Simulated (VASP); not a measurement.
# ScAl2P3: single point with PBE

ScAl2P3:

```
CELL_PARAMETERS angstrom
3.62955 0.00000 0.00000
0.00000 3.62955 0.00000
0.00000 0.00000 8.48775
ATOMIC_POSITIONS crystal
Sc 0.00000 0.00000 0.50000
Al 0.00000 0.00000 0.25677
Al 0.00000 0.00000 0.74323
P 0.50000 0.50000 0.24609
P 0.50000 0.50000 0.75391
P 0.50000 0.50000 0.00000
```

The cell was generated, and may not be a known phase.

* Program: VASP 6.6.1
* Task: single point
* Functional: PBE
* Potentials or basis: VASP PAW PBE potentials, release 64 (Sc_sv, Al, P)
* Cutoff: 520 eV
* k mesh: 6 × 6 × 2
* Occupations: gaussian, width 0.1 eV
* Spin: no spin polarisation
* Dipole correction: no
* Further INCAR settings: ALGO = Normal; EDIFF = 1e-06; NBANDS = 25

```yaml
Pressure: 14.2 GPa
Largest_force: 7.962 eV/Å
Band_gap_on_the_k_mesh: zero (bands 16 and 17 overlap by 1.51 eV)
```

Forces in eV/Å, atoms in the order of the input:
```
Sc   0.000  0.000  0.000
Al   0.000  0.000 -7.962
Al   0.000  0.000  7.962
P    0.000  0.000  3.629
P    0.000  0.000 -3.629
P    0.000  0.000  0.000
```

Stress tensor (GPa, compression positive):
```
-5.00  0.00  0.00
 0.00 -5.00  0.00
 0.00  0.00 52.60
```

Levels at points of the mesh, in eV from the Fermi level:
| k point | band 13 | band 14 | band 15 | band 16 | band 17 | band 18 | band 19 | band 20 |
| --- | --- | --- | --- | --- | --- | --- | --- | --- |
| (0.00, 0.00, 0.00) | -2.60 | -2.41 | -0.53 | -0.08 | 0.07 | 0.75 | 0.75 | 1.49 |
| (0.50, 0.00, 0.00) | -1.61 | -0.81 | -0.36 | 0.18 | 0.88 | 0.91 | 1.20 | 1.39 |
| (0.50, 0.50, 0.00) | -4.32 | -3.03 | -1.99 | -1.99 | -0.66 | -0.27 | 0.42 | 0.42 |
| (0.00, 0.00, 0.50) | -2.18 | -1.52 | -0.10 | -0.05 | -0.01 | -0.01 | 0.20 | 1.09 |
| (0.50, 0.00, 0.50) | -1.81 | -1.18 | -0.56 | -0.30 | 0.15 | 1.57 | 1.82 | 1.93 |
| (0.50, 0.50, 0.50) | -4.32 | -3.49 | -2.27 | -2.27 | 0.90 | 1.21 | 1.45 | 1.80 |

Run time: 24 s on 1 thread of Intel(R) Xeon(R) 6975P-C (Granite Rapids) (shared host), peak memory 0.23 GiB.

Caveat: the k points lie up to 0.37 Å⁻¹ apart, too coarse for converged energies and pressures of a metal; forces of over 1 eV/Å act on the atoms, so gaps and moduli don't describe the material at rest.
